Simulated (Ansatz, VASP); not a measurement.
One calculation of SiNi3, two programs

```xyz
4
Lattice="3.6343 0.0000 0.0000 0.0000 3.6343 0.0000 0.0000 0.0000 3.2882" Properties=species:S:1:pos:R:3 pbc="T T T"
Si    0.0000    0.0000    0.0000
Ni    0.0000    1.8172    1.6441
Ni    1.8172    0.0000    1.6441
Ni    1.8172    1.8172    0.0000
```

Change from the starting cell: strain +0.050 along x and y, -0.050 along z, atoms carried along.

Alike in both runs: task single point; functional PBEsol; k mesh 14 × 14 × 14; occupations gaussian, width 0.15 eV; no spin polarisation.

|  | VASP | Ansatz |
| --- | --- | --- |
| version | VASP 6.6.1 | Ansatz 0.2.0 |
| potentials or method | VASP PAW PBE potentials, release 64 (Si, Ni), cutoff 520 eV | scalar-relativistic, plane waves, PAW |
| valence electrons in the cell | 34 | 58 |

|  | VASP | Ansatz | Ansatz less VASP |
| --- | --- | --- | --- |
| gap on the k mesh at the Fermi level (eV) | none | none | - |
| pressure (GPa) | -9.1 | -9.3 | -0.22 |
| traceless stress, the component that is largest in VASP (GPa) | 7.61 | 7.77 | +0.162 |

VASP's potentials were made for PBE, not for PBEsol. A gap of «none» marks a metal or a gap that the smearing closes. The functional is the same, so the differences come from potentials, cutoffs and numerics. VASP's potentials hold 34 valence electrons a cell and Ansatz's 58, so a difference there can come from the potentials and not from the codes.
